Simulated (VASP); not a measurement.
Here is a VASP 6.6.1 calculation.

Contents of POSCAR:

```
SnSe
1.0
    4.2639007820      0.0000000000      0.0000000000
    0.0000000000      4.2639007820      0.0000000000
    0.0000000000      0.0000000000     10.9906921300
Sn Se
2 2
Direct
    0.5000000000      0.0000000000      0.3722291100
    0.0000000000      0.5000000000      0.6277708900
    0.5000000000      0.0000000000      0.6160394900
    0.0000000000      0.5000000000      0.3839605100
```

Contents of INCAR.step1:

```
SYSTEM = SnSe
ALGO = Normal ; EDIFF = 1E-4
ENCUT = 520 ; GGA = PE
ISMEAR = 0 ; LASPH = .TRUE.
LCHARG = .FALSE. ; LREAL = .FALSE.
LWAVE = .TRUE. ; NBANDS = 28
NELM = 80 ; PREC = Accurate
SIGMA = 0.05
```

File INCAR.step2:

```
SYSTEM = SnSe
ALGO = Normal ; EDIFF = 1E-7
ENCUT = 520 ; ISIF = 2
ISMEAR = 0 ; ISTART = 1
LASPH = .TRUE. ; LCHARG = .TRUE.
LELF = .TRUE. ; LMIXTAU = .TRUE.
LREAL = .FALSE. ; LVHAR = .TRUE.
LWAVE = .FALSE. ; METAGGA = R2SCAN
NBANDS = 28 ; NELM = 80
PREC = Accurate ; SIGMA = 0.05
```

The input KPOINTS:

```
k-points
0
G
  6 6 4
  0 0 0
```

Potentials or basis: VASP PAW PBE potentials, release 64 (Sn_d, Se).

Run with:

```bash
$ cat potpaw_PBE.64/Sn_d/POTCAR potpaw_PBE.64/Se/POTCAR > POTCAR
$ cp INCAR.step1 INCAR
$ mpirun -np 1 vasp_std > vasp.out
$ cp INCAR.step2 INCAR
$ mpirun -np 1 vasp_std > vasp.out
```

**Question.** What does it give for the band gap on the k mesh?

**Answer.** 1.71 eV (least direct gap 1.77 eV).

**Question.** Estimate the largest force.

**Answer.** 0.048 eV/Å.

Forces in eV/Å, atoms in the order of the input:
```
Sn   0.000  0.000 -0.048
Sn   0.000  0.000  0.048
Se   0.000  0.000  0.012
Se   0.000  0.000 -0.012
```

Caveat: the cell differs from its parent crystal (strain -0.0050 x Voigt [1, 1, 0, 0, 0, 0]); there is no dipole correction, which matters where the two faces differ; the PAW data sets were made with another functional, which shifts forces and pressure a little; spin-orbit coupling is left out, which moves the levels of the heavy elements.
